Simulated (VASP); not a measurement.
Crystal: NaF.

```
CELL_PARAMETERS angstrom
0.02871 2.29717 2.29717
2.29717 0.02871 2.29717
2.32588 2.32588 0.00000
ATOMIC_POSITIONS crystal
Na 0.00000 0.00000 0.00000
F 0.50000 0.50000 0.50000
```

This cell differs from its parent crystal: shear xy strain +2.5%.

Base run:

| Property | Result |
| --- | --- |
| Program | VASP 6.6.1 |
| Functional | PBE |
| Potentials or basis | VASP PAW PBE potentials, release 64 (Na_pv, F) |
| Cutoff | 520 eV |
| k mesh | 10 × 10 × 10 |
| Occupations | fermi-dirac, width 0.02 eV |
| Spin | no spin polarisation |

Its results: band gap on the k mesh 6.40 eV; pressure 3.5 GPa.

Q: The run is repeated on the same cell with these changes: functional from PBE to r2SCAN; occupations from fermi-dirac, width 0.02 eV to gaussian, width 0.01 eV. What comes out?

A: Band gap on the k mesh 7.28 eV; pressure -0.7 GPa.

Caveats: the cell stands under pressure (at least some runs); the PAW data sets were made with another functional, which shifts forces and pressure a little (at least some runs).

A k mesh can miss the band edges.
